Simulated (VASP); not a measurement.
# PbSe (a.eB) (Fm-3m) in VASP: further runs

Runs on PbSe (a.eB). Level: PBEsol. Tasks: single point.

Everything below comes from runs of VASP 6.6.1. Logs are shortened: lines on timing, memory, paths and dates and some standing lists are left out, and cuts for length are marked.

### Step 1. The cell of the first run

Symmetry: Fm-3m, No. 225, cubic system. Conventional cell: a = 6.103 Å, b = 6.103 Å, c = 6.103 Å, α = 90.00°, β = 90.00°, γ = 90.00°. Within 4.0 Å of Pb (site symmetry m-3m) lie 6 Se at 3.05 Å. Se (site symmetry m-3m) has 6 Pb at 3.05 Å within 4.0 Å.

### Step 2. Single point, PBEsol

File INCAR:

```
PREC = Accurate
ENCUT = 500
EDIFF = 1E-6
ISMEAR = 0
SIGMA = 0.1
LREAL = F
LASPH = T
NELM = 120
ALGO = Normal
ISIF = 2
LWAVE = F
LCHARG = F
GGA = PS
NBANDS = 28
GGA_COMPAT = F
```

File KPOINTS:

```
regular mesh
0
Gamma
  4 4 4
```

File POSCAR:

```
PbSe
1.0
    4.3154640804      0.0000000000      0.0000000000
    0.0000000000      4.3154640804      0.0000000000
    0.0000000000      0.0000000000      6.1029878955
Pb Se
2 2
Direct
    0.0000000000      0.0000000000      0.0000000000
    0.5000000000      0.5000000000      0.5000000000
    0.5000000000      0.5000000000      0.0000000000
    0.0000000000      1.0000000000      0.5000000000
```

Potentials or basis: VASP PAW PBE potentials, release 64 (Pb_d, Se).

Run with:

```
> cat potpaw_PBE.64/Pb_d/POTCAR potpaw_PBE.64/Se/POTCAR > POTCAR
> mpirun -np 1 vasp_std > vasp.out
```

OUTCAR:

```text
PREC = Accurate
   ENCUT = 500
   EDIFF = 1E-6
   ISMEAR = 0
   LREAL = F
   LASPH = T
   NELM = 120
   ISIF = 2
   GGA = PS

 ion  position               nearest neighbor table
   1  0.000  0.000  0.000-   3 3.05   3 3.05   3 3.05   3 3.05   4 3.05   4 3.05
   2  0.500  0.500  0.500-   4 3.05   4 3.05   4 3.05   4 3.05   3 3.05   3 3.05
   3  0.500  0.500  0.000-   1 3.05   1 3.05   1 3.05   1 3.05   2 3.05   2 3.05
   4  0.000  0.000  0.500-   2 3.05   2 3.05   2 3.05   2 3.05   1 3.05   1 3.05

  LATTYP: Found a simple tetragonal cell.
 ALAT       =     4.3154640804
 C/A-ratio  =     1.4142135775

  Lattice vectors:

 A1 = (   4.3154640804,   0.0000000000,   0.0000000000)
 A2 = (   0.0000000000,   4.3154640804,   0.0000000000)
 A3 = (   0.0000000000,   0.0000000000,   6.1029878955)

Analysis of symmetry for initial positions (statically):
=====================================================================
 Subroutine PRICEL returns following result:

  LATTYP: Found a face centered cubic cell.
 ALAT       =     6.1029878630

  Lattice vectors:

 A1 = (  -2.1577320402,  -2.1577320402,  -3.0514939478)
 A2 = (   2.1577320402,  -2.1577320402,  -3.0514939478)
 A3 = (   0.0000000000,  -4.3154640804,   0.0000000000)

   2 primitive cells build up your supercell.

 Routine SETGRP: Setting up the symmetry group for a
 simple tetragonal supercell.

 Subroutine GETGRP returns: Found 16 space group operations
 (whereof 16 operations were pure point group operations)
 out of a pool of 16 trial point group operations.

The static configuration has the point symmetry D_4h.

Analysis of symmetry for dynamics (positions and initial velocities):
=====================================================================
 Subroutine PRICEL returns following result:

  LATTYP: Found a face centered cubic cell.
 ALAT       =     6.1029878630

  Lattice vectors:

 A1 = (  -2.1577320402,  -2.1577320402,  -3.0514939478)
 A2 = (   2.1577320402,  -2.1577320402,  -3.0514939478)
 A3 = (   0.0000000000,  -4.3154640804,   0.0000000000)

   2 primitive cells build up your supercell.
[... 92 lines left out ...]
   PREC   = accura    normal or accurate (medium, high low for compatibility)
   ISTART =      0    job   : 0-new  1-cont  2-samecut
   ICHARG =      2    charge: 1-file 2-atom 10-const
   ISPIN  =      1    spin polarized calculation?
   LNONCOLLINEAR =      F non collinear calculations
   LSORBIT =      F    spin-orbit coupling
   LASPH  =      T    aspherical Exc in radial PAW
   ENCUT  =  500.0 eV  36.75 Ry    6.06 a.u.   7.87  7.87 11.13*2*pi/ulx,y,z
   NELM   =    120;   NELMIN=  2; NELMDL= -5     # of ELM steps
   EDIFF  = 0.1E-05   stopping-criterion for ELM
   LREAL  =      F    real-space projection
   EDIFFG = 0.1E-04   stopping-criterion for IOM
   NSW    =      0    number of steps for IOM
   IBRION =     -1    ionic relax: 0-MD 1-quasi-New 2-CG
   NFREE  =      0    steps in history (QN), initial steepest desc. (CG)
   ISIF   =      2    stress and relaxation
   ISYM   =      2    0-nonsym 1-usesym 2-fastsym
   POTIM  = 0.5000    time-step for ionic-motion
   TEBEG  =    0.0;   TEEND  =   0.0 temperature during run
   PSTRESS=    0.0 pullay stress
   NELECT =      40.0000    total number of electrons
   NUPDOWN=      -1.0000    fix difference up-down
   EMIN   =  10.00;   EMAX   =-10.00  energy-range for DOS
   EFERMI =   0.00;   METHOD = LEGACY
   ISMEAR =     0;   SIGMA  =   0.10  broadening in eV -4-tet -1-fermi 0-gaus
   EFERMI_NEDOS =   21; number of points for ismear=-14 and -15
   IALGO  =     38    algorithm
   IMIX   =      4    mixing-type and parameters
     AMIX     =   0.40;   BMIX     =  1.00
     AMIX_MAG =   1.60;   BMIX_MAG =  1.00
  volume/ion in A,a.u.               =      28.41       191.75
  Fermi-wavevector in a.u.,A,eV,Ry     =   1.155835  2.184210 18.176749  1.335953
  Thomas-Fermi vector in A             =   2.292460
   LORBIT       =      0    0 simple, 1 ext, 2 COOP (PROOUT), +10 PAW based schemes
   GGA     = PS    functional components
   LHFCALC =     F    Hartree Fock is set to
   AEXX    =    0.0000 exact exchange contribution
   IVDW    =     0    specifies the selected vdW correction
   LEPSILON=     F    determine dielectric tensor
   LRPA    =     F    only Hartree local field effects (RPA)
 non-spin polarized calculation
 Gauss-broadening in eV      SIGMA  =   0.10
  energy-cutoff  :      500.00
  volume of cell :      113.66
 maximum number of plane-waves:      2916
 NGX is ok and might be reduce to    32
   NGX = 15   NGY = 15   NGZ = 23

 number of electron      40.0000014 magnetization

 Free energy of the ion-electron system (eV)
  ---------------------------------------------------
  ext. energy  EPLUGINS =         0.00000000
  ---------------------------------------------------
  free energy    TOTEN  =       -17.80707256 eV

  energy without entropy =      -17.80375543  energy(sigma->0) =      -17.80541400

 E-fermi :   5.1127     XC(G=0):  -9.7626

 val. band max:        5.0258635493   @ k =   0.5000   0.0000   0.5000
 cond. band min:       5.1995601345   @ k =   0.5000   0.0000   0.5000
 fundamental gap:      0.1736965852
 Fermi energy:         5.1127118419

 k-point     1 :       0.0000    0.0000    0.0000
  band No.  band energies     occupation
      1     -11.8778      2.00000
      2     -11.7581      2.00000
      3     -11.7397      2.00000
      4     -11.7397      2.00000
      5     -11.7390      2.00000
      6     -11.7386      2.00000
[... 547 lines left out ...]
     27      12.7040      0.00000
     28      12.7040      0.00000

------------------------ aborting loop because EDIFF is reached ----------------------------------------

  FORCE on cell =-STRESS in cart. coord.  units (eV):
  Direction    XX          YY          ZZ          XY          YZ          ZX
  --------------------------------------------------------------------------------------
  -------------------------------------------------------------------------------------
  Total       -0.0089374     -0.0089374     -0.0362504      0.0000000      0.0000000     -0.0000000
  in kB       -0.1259870     -0.1259870     -0.5110064      0.0000000      0.0000000     -0.0000000
  external PRESSURE =      -0.2543268 kB  Pullay stress =       0.0000000 kB

 VOLUME and BASIS-vectors are now :
 -----------------------------------------------------------------------------
  energy-cutoff  :      500.00
  volume of cell :      113.66
      direct lattice vectors                 reciprocal lattice vectors
     4.315464080  0.000000000  0.000000000     0.231724788  0.000000000  0.000000000
     0.000000000  4.315464080  0.000000000     0.000000000  0.231724788  0.000000000
     0.000000000  0.000000000  6.102987896     0.000000000  0.000000000  0.163854167

 POSITION                                       TOTAL-FORCE (eV/Angst)
 -----------------------------------------------------------------------------------
      0.00000      0.00000      0.00000         0.000000      0.000000     -0.000000
      2.15773      2.15773      3.05149         0.000000     -0.000000      0.000000
      2.15773      2.15773      0.00000        -0.000000     -0.000000     -0.000000
      0.00000      0.00000      3.05149         0.000000      0.000000     -0.000000
 -----------------------------------------------------------------------------------
    total drift:                                0.000000      0.000000     -0.000000

  FREE ENERGIE OF THE ION-ELECTRON SYSTEM (eV)
  ---------------------------------------------------
  free  energy   TOTEN  =       -17.8070725626 eV

  energy  without entropy=      -17.8037554288  energy(sigma->0) =      -17.80541400
```

OSZICAR:

```text
N       E                     dE             d eps       ncg     rms          rms(c)
DAV:   1     0.400970503436E+03    0.40097E+03   -0.18299E+04  1008   0.145E+03
DAV:   2     0.243596347677E+02   -0.37661E+03   -0.36579E+03  1020   0.384E+02
DAV:   3    -0.165694639114E+02   -0.40929E+02   -0.40119E+02  1324   0.146E+02
DAV:   4    -0.182635685174E+02   -0.16941E+01   -0.16891E+01  1184   0.317E+01
DAV:   5    -0.183274072783E+02   -0.63839E-01   -0.63835E-01  1400   0.645E+00    0.374E+00
DAV:   6    -0.178170598457E+02    0.51035E+00   -0.10909E+00  1368   0.702E+00    0.206E+00
DAV:   7    -0.178070965488E+02    0.99633E-02   -0.25127E-01  1256   0.206E+00    0.119E+00
DAV:   8    -0.178098581873E+02   -0.27616E-02   -0.39404E-02  1332   0.171E+00    0.403E-01
DAV:   9    -0.178069286942E+02    0.29295E-02   -0.10005E-02  1368   0.843E-01    0.706E-02
DAV:  10    -0.178070697744E+02   -0.14108E-03   -0.83916E-04  1216   0.127E-01    0.219E-02
DAV:  11    -0.178070727082E+02   -0.29337E-05   -0.28018E-05  1384   0.422E-02    0.904E-03
DAV:  12    -0.178070725626E+02    0.14556E-06   -0.34174E-06   816   0.203E-02
   1 F= -.17807073E+02 E0= -.17805414E+02  d E =-.331713E-02
```

stdout:

```text
POSCAR found type information on POSCAR PbSe
 POSCAR found :  2 types and       4 ions
 scaLAPACK will be used
 -----------------------------------------------------------------------------
|                                                                             |
|                                                                             |
|     You enforced a specific xc type in the INCAR file but a different       |
|     I HOPE YOU KNOW WHAT YOU ARE DOING!                                     |
|                                                                             |
 -----------------------------------------------------------------------------

 LDA part: xc-table for (Slater+PW92), standard interpolation
 POSCAR, INCAR and KPOINTS ok, starting setup
 FFT: planning ... GRIDC
 FFT: planning ... GRID_SOFT
 FFT: planning ... GRID
 WAVECAR not read
 entering main loop
```

Wall time 42 s (1 thread of Intel Xeon 6975P-C, shared host); peak memory 0.23 GiB.

Results:

```yaml
Free_energy: -17.8071 eV
Pressure: 0.0 GPa
Band_gap_on_the_k_mesh: 0.17 eV
```

Caveat: the PAW data sets were made with another functional, which shifts forces and pressure a little; spin-orbit coupling is left out, which moves the levels of the heavy elements. A k mesh can miss the band edges.

[end of part 1 of 2]
